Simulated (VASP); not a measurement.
# FeAs2 (Pnnm) in VASP: single point with LDA

Aim: the single point of FeAs2 with LDA.

All numbers are computed with VASP 6.6.1; they aren't measurements. Logs are shortened: lines on timing, memory, paths and dates and some standing lists are left out, and cuts for length are marked.

### Step 1. The cell of the first run

Symmetry: Pnnm, No. 58, orthorhombic system. Conventional cell: a = 5.203 Å, b = 5.858 Å, c = 2.822 Å, α = 90.00°, β = 90.00°, γ = 90.00°. Fe (site symmetry 2/m) has 6 As at 2.31 to 2.33 Å and 2 Fe at 2.82 Å within 3.1 Å. Within 3.1 Å of As (site symmetry m) lie 3 Fe at 2.31 to 2.33 Å and 3 As at 2.49 to 2.82 Å.

### Step 2. Single point, LDA

The input, POSCAR:

```
FeAs2
1.0
    5.2029815889      0.0000000000      0.0000000000
    0.0000000000      5.8580917871      0.0000000000
    0.0000000000      0.0000000000      2.8222259418
Fe As
2 4
Direct
    0.0000000000      0.0000000000      0.0000000000
    0.5000000000      0.5000000000      0.5000000000
    0.1798394030      0.3603358667      0.0000000000
    0.8201605970      0.6396641333      0.0000000000
    0.6798394030      0.1396641333      0.5000000000
    0.3201605970      0.8603358667      0.5000000000
```

The input, INCAR.step1:

```
SYSTEM = FeAs2
ALGO = Normal
EDIFF = 1E-6
ENCUT = 520
ISIF = 2
ISMEAR = 0
LASPH = .TRUE.
LCHARG = .TRUE.
LMAXMIX = 4
LREAL = .FALSE.
LWAVE = .FALSE.
NBANDS = 27
NELM = 60
PREC = Accurate
SIGMA = 0.01
```

The input, KPOINTS.step1:

```
k-points
0
G
  8 6 12
  0 0 0
```

The input, INCAR.step2:

```
SYSTEM = FeAs2
ALGO = Normal
EDIFF = 1E-6
ENCUT = 520
ICHARG = 11
ISIF = 2
ISMEAR = -5
LASPH = .TRUE.
LCHARG = .FALSE.
LMAXMIX = 4
LORBIT = 11
LREAL = .FALSE.
LWAVE = .FALSE.
NEDOS = 1001
NELM = 60
PREC = Accurate
SIGMA = 0.01
```

The input, KPOINTS.step2:

```
k-points
0
G
  12 9 18
  0 0 0
```

Potentials or basis: VASP PAW LDA potentials, release 64 (Fe, As).

Started as:

```
> cat potpaw_LDA.64/Fe/POTCAR potpaw_LDA.64/As/POTCAR > POTCAR
> cp INCAR.step1 INCAR
> cp KPOINTS.step1 KPOINTS
> mpirun -np 1 vasp_std > vasp.out
> cp INCAR.step2 INCAR
> cp KPOINTS.step2 KPOINTS
> mpirun -np 1 vasp_std > vasp.out
```

OUTCAR:

```text
SYSTEM = FeAs2
   EDIFF = 1E-6
   ENCUT = 520
   ICHARG = 11
   ISIF = 2
   ISMEAR = -5
   LASPH = .TRUE.
   LORBIT = 11
   LREAL = .FALSE.
   NELM = 60
   PREC = Accurate

 ion  position               nearest neighbor table
   1  0.000  0.000  0.000-   3 2.31   4 2.31   5 2.33   6 2.33   5 2.33   6 2.33
   2  0.500  0.500  0.500-   5 2.31   6 2.31   3 2.33   4 2.33   3 2.33   4 2.33
   3  0.180  0.360  0.000-   1 2.31   2 2.33   2 2.33   4 2.49
   4  0.820  0.640  0.000-   1 2.31   2 2.33   2 2.33   3 2.49
   5  0.680  0.140  0.500-   2 2.31   1 2.33   1 2.33   6 2.49
   6  0.320  0.860  0.500-   2 2.31   1 2.33   1 2.33   5 2.49

  LATTYP: Found a simple orthorhombic cell.
 ALAT       =     2.8222259418
 B/A-ratio  =     1.8435737238
 C/A-ratio  =     2.0756990786

  Lattice vectors:

 A1 = (   0.0000000000,   0.0000000000,   2.8222259418)
 A2 = (   5.2029815889,   0.0000000000,   0.0000000000)
 A3 = (   0.0000000000,   5.8580917871,   0.0000000000)

Analysis of symmetry for initial positions (statically):
=====================================================================
 Subroutine PRICEL returns:
 Original cell was already a primitive cell.

 Routine SETGRP: Setting up the symmetry group for a
 simple orthorhombic supercell.

 Subroutine GETGRP returns: Found  8 space group operations
 (whereof  4 operations were pure point group operations)
 out of a pool of  8 trial point group operations.

The static configuration has the point symmetry C_2h.
 The point group associated with its full space group is D_2h.

Analysis of symmetry for dynamics (positions and initial velocities):
=====================================================================
 Subroutine PRICEL returns:
 Original cell was already a primitive cell.

 Routine SETGRP: Setting up the symmetry group for a
 simple orthorhombic supercell.

 Subroutine GETGRP returns: Found  8 space group operations
 (whereof  4 operations were pure point group operations)
 out of a pool of  8 trial point group operations.

The dynamic configuration has the point symmetry C_2h.
 The point group associated with its full space group is D_2h.

 Subroutine INISYM returns: Found  8 space group operations
 (whereof  4 operations are pure point group operations),
 and found     1 'primitive' translations

----------------------------------------------------------------------------------------

                                     Primitive cell

  volume of cell :      86.0202

  direct lattice vectors                    reciprocal lattice vectors
     5.202981589  0.000000000  0.000000000     0.192197490  0.000000000  0.000000000
     0.000000000  5.858091787  0.000000000     0.000000000  0.170704051  0.000000000
     0.000000000  0.000000000  2.822225942     0.000000000  0.000000000  0.354330242

  length of vectors
     5.202981589  5.858091787  2.822225942     0.192197490  0.170704051  0.354330242

  position of ions in fractional coordinates (direct lattice)
     0.000000000  0.000000000  0.000000000
     0.500000000  0.500000000  0.500000000
     0.179839403  0.360335867  0.000000000
     0.820160597  0.639664133  0.000000000
     0.679839403  0.139664133  0.500000000
     0.320160597  0.860335867  0.500000000

  ion indices of the primitive-cell ions
   primitive index   ion index
                 1           1
                 2           2
                 3           3
                 4           4
                 5           5
                 6           6

----------------------------------------------------------------------------------------

 KPOINTS: k-points

Automatic generation of k-mesh.
 Grid dimensions read from file:
 generate k-points for:   12    9   18

 Generating k-lattice:

  Cartesian coordinates                     Fractional coordinates (reciprocal lattice)
     0.016016457  0.000000000  0.000000000     0.083333333  0.000000000  0.000000000
     0.000000000  0.018967117  0.000000000     0.000000000  0.111111111  0.000000000
     0.000000000  0.000000000  0.019685013     0.000000000  0.000000000  0.055555556

  Length of vectors
     0.016016457  0.018967117  0.019685013

  Shift w.r.t. Gamma in fractional coordinates (k-lattice)
     0.000000000  0.000000000  0.000000000

 TETIRR: Found   5832 inequivalent tetrahedra from    11664

 Subroutine IBZKPT returns following result:
 ===========================================

 Found    350 irreducible k-points:

 Following reciprocal coordinates:
            Coordinates               Weight
  0.000000  0.000000  0.000000      1.000000
  0.083333  0.000000  0.000000      2.000000
  0.166667  0.000000  0.000000      2.000000
  0.250000  0.000000  0.000000      2.000000
  0.333333  0.000000  0.000000      2.000000
  0.416667  0.000000  0.000000      2.000000
[... 16 lines left out ...]
  0.083333  0.333333  0.000000      4.000000
  0.166667  0.333333  0.000000      4.000000
 [... further k-points ...]
   k-points           NKPTS =    350   k-points in BZ     NKDIM =    350   number of bands    NBANDS=     22
   number of dos      NEDOS =   1001   number of ions     NIONS =      6
   total plane-waves  NPLWV =  46080
   dimension x,y,z NGX =    40 NGY =   48 NGZ =   24
   dimension x,y,z NGXF=    80 NGYF=   96 NGZF=   48
   ions per type =               2   4
   NGX,Y,Z   is equivalent  to a cutoff of  12.78, 13.62, 14.14 a.u.
   NGXF,Y,Z  is equivalent  to a cutoff of  25.56, 27.24, 28.27 a.u.
 SYSTEM =  FeAs2
   PREC   = accura    normal or accurate (medium, high low for compatibility)
   ISTART =      0    job   : 0-new  1-cont  2-samecut
   ICHARG =     11    charge: 1-file 2-atom 10-const
   ISPIN  =      1    spin polarized calculation?
   LNONCOLLINEAR =      F non collinear calculations
   LSORBIT =      F    spin-orbit coupling
   LASPH  =      T    aspherical Exc in radial PAW
   ENCUT  =  520.0 eV  38.22 Ry    6.18 a.u.   9.67 10.89  5.25*2*pi/ulx,y,z
   NELM   =     60;   NELMIN=  2; NELMDL=  0     # of ELM steps
   EDIFF  = 0.1E-05   stopping-criterion for ELM
   LREAL  =      F    real-space projection
   EDIFFG = 0.1E-04   stopping-criterion for IOM
   NSW    =      0    number of steps for IOM
   IBRION =     -1    ionic relax: 0-MD 1-quasi-New 2-CG
   NFREE  =      0    steps in history (QN), initial steepest desc. (CG)
   ISIF   =      2    stress and relaxation
   ISYM   =      2    0-nonsym 1-usesym 2-fastsym
   POTIM  = 0.5000    time-step for ionic-motion
   TEBEG  =    0.0;   TEEND  =   0.0 temperature during run
   PSTRESS=    0.0 pullay stress
   NELECT =      36.0000    total number of electrons
   NUPDOWN=      -1.0000    fix difference up-down
   EMIN   =  10.00;   EMAX   =-10.00  energy-range for DOS
   EFERMI =   0.00;   METHOD = LEGACY
   ISMEAR =    -5;   SIGMA  =   0.01  broadening in eV -4-tet -1-fermi 0-gaus
   EFERMI_NEDOS =   21; number of points for ismear=-14 and -15
   IALGO  =     38    algorithm
   IMIX   =      4    mixing-type and parameters
     AMIX     =   0.40;   BMIX     =  1.00
     AMIX_MAG =   1.60;   BMIX_MAG =  1.00
  volume/ion in A,a.u.               =      14.34        96.75
  Fermi-wavevector in a.u.,A,eV,Ry     =   1.224547  2.314059 20.402157  1.499516
  Thomas-Fermi vector in A             =   2.359618
   LORBIT       =     11    0 simple, 1 ext, 2 COOP (PROOUT), +10 PAW based schemes
   GGA     = CA    functional components
   LHFCALC =     F    Hartree Fock is set to
   AEXX    =    0.0000 exact exchange contribution
   IVDW    =     0    specifies the selected vdW correction
   LEPSILON=     F    determine dielectric tensor
   LRPA    =     F    only Hartree local field effects (RPA)
 non-spin polarized calculation
 Fermi weights with tetrahedron method with Bloechl corrections
  energy-cutoff  :      520.00
  volume of cell :       86.02
 maximum number of plane-waves:      2342
 NGX is ok and might be reduce to    40

 number of electron      36.0000003 magnetization

 Free energy of the ion-electron system (eV)
  ---------------------------------------------------
  ext. energy  EPLUGINS =         0.00000000
  ---------------------------------------------------
  free energy    TOTEN  =       -42.55374097 eV

  energy without entropy =      -42.55374097  energy(sigma->0) =      -42.55374097

 E-fermi :   7.1840     XC(G=0): -12.0283

 val. band max:        7.1718970280   @ k =   0.5000   0.4444   0.5000
 cond. band min:       7.3736298325   @ k =   0.0000   0.0000   0.2778
 fundamental gap:      0.2017328045
 Fermi energy:         7.1839556579

 k-point     1 :       0.0000    0.0000    0.0000
  band No.  band energies     occupation
      1      -7.6471      2.00000
      2      -4.8401      2.00000
      3      -3.9734      2.00000
      4      -3.4593      2.00000
      5       0.5730      2.00000
      6       1.5142      2.00000
[... 14 lines left out ...]
     21      11.5278      0.00000
     22      12.1337      0.00000

 k-point     2 :       0.0833    0.0000    0.0000
  band No.  band energies     occupation
      1      -7.6120      2.00000
      2      -4.8806      2.00000
      3      -3.9630      2.00000
      4      -3.5356      2.00000
      5       0.7586      2.00000
      6       1.4039      2.00000
[... 14 lines left out ...]
     21      11.5275      0.00000
     22      11.8984      0.00000

 k-point     3 :       0.1667    0.0000    0.0000
  band No.  band energies     occupation
      1      -7.5073      2.00000
      2      -5.0232      2.00000
      3      -3.9343      2.00000
      4      -3.6886      2.00000
      5       1.1110      2.00000
      6       1.2946      2.00000
[... 14 lines left out ...]
     21      11.3709      0.00000
     22      11.5175      0.00000

 k-point     4 :       0.2500    0.0000    0.0000
  band No.  band energies     occupation
      1      -7.3345      2.00000
      2      -5.2936      2.00000
      3      -3.8940      2.00000
      4      -3.7967      2.00000
      5       0.8504      2.00000
      6       1.3936      2.00000
[... 14 lines left out ...]
     21      10.8131      0.00000
     22      11.4756      0.00000

 k-point     5 :       0.3333    0.0000    0.0000
  band No.  band energies     occupation
      1      -7.0964      2.00000
      2      -5.6599      2.00000
      3      -3.8529      2.00000
      4      -3.8294      2.00000
      5       0.6239      2.00000
      6       0.9669      2.00000
[... 417 lines left out ...]
 k-point    22 :       0.0000    0.3333    0.0000
  band No.  band energies     occupation
      1      -7.2181      2.00000
      2      -6.0367      2.00000
      3      -3.3513      2.00000
      4      -3.3331      2.00000
      5       0.6128      2.00000
      6       1.6332      2.00000
[... 14 lines left out ...]
     21      10.4520      0.00000
     22      10.7085      0.00000

 k-point    23 :       0.0833    0.3333    0.0000
  band No.  band energies     occupation
      1      -7.1847      2.00000
      2      -6.0137      2.00000
      3      -3.5540      2.00000
      4      -3.3098      2.00000
      5       0.7351      2.00000
      6       1.5730      2.00000
[... 14 lines left out ...]
     21      10.4210      0.00000
     22      10.5016      0.00000

 k-point    24 :       0.1667    0.3333    0.0000
  band No.  band energies     occupation
      1      -7.0851      2.00000
      2      -5.9497      2.00000
      3      -3.8943      2.00000
      4      -3.4419      2.00000
      5       0.9796      2.00000
      6       1.6172      2.00000
[... 14 lines left out ...]
     21      10.1506      0.00000
     22      10.6478      0.00000

 [... further k-points ...]

------------------------ aborting loop because EDIFF is reached ----------------------------------------

  FORCE on cell =-STRESS in cart. coord.  units (eV):
  Direction    XX          YY          ZZ          XY          YZ          ZX
  --------------------------------------------------------------------------------------
  -------------------------------------------------------------------------------------
  Total        0.4646434      0.3721554      0.2826531      0.0000000      0.0000000      0.0000000
  in kB        8.6542627      6.9316191      5.2645852      0.0000000      0.0000000      0.0000000
  external PRESSURE =       6.9501557 kB  Pullay stress =       0.0000000 kB

 VOLUME and BASIS-vectors are now :
 -----------------------------------------------------------------------------
  energy-cutoff  :      520.00
  volume of cell :       86.02
      direct lattice vectors                 reciprocal lattice vectors
     5.202981589  0.000000000  0.000000000     0.192197490  0.000000000  0.000000000
     0.000000000  5.858091787  0.000000000     0.000000000  0.170704051  0.000000000
     0.000000000  0.000000000  2.822225942     0.000000000  0.000000000  0.354330242

 POSITION                                       TOTAL-FORCE (eV/Angst)
 -----------------------------------------------------------------------------------
      0.00000      0.00000      0.00000         0.000000      0.000000      0.000000
      2.60149      2.92905      1.41111         0.000000      0.000000      0.000000
      0.93570      2.11088      0.00000         0.005349     -0.030198     -0.000000
      4.26728      3.74721      0.00000        -0.005349      0.030198      0.000000
      3.53719      0.81817      1.41111         0.005349      0.030198     -0.000000
      1.66579      5.03993      1.41111        -0.005349     -0.030198      0.000000
 -----------------------------------------------------------------------------------
    total drift:                               -0.000000      0.000000     -0.000000

  FREE ENERGIE OF THE ION-ELECTRON SYSTEM (eV)
  ---------------------------------------------------
  free  energy   TOTEN  =       -42.5537409728 eV

  energy  without entropy=      -42.5537409728  energy(sigma->0) =      -42.55374097

 total charge

# of ion       s       p       d       tot
------------------------------------------
    1        0.448   0.649   6.582   7.679
    2        0.448   0.649   6.582   7.679
    3        1.249   1.491   0.094   2.834
    4        1.249   1.491   0.094   2.834
    5        1.249   1.491   0.094   2.834
    6        1.249   1.491   0.094   2.834
--------------------------------------------------
tot          5.890   7.264  13.538  26.692
```

It took 7 min on 1 thread of Intel Xeon 6975P-C (Granite Rapids), shared host; peak memory 0.65 GiB.

Results:

```
Valence electrons inside the program's atomic spheres : Fe 7.68; As 2.83
```

Spin polarisation is off, so any magnetic state and its effect on volume and gap are missing.
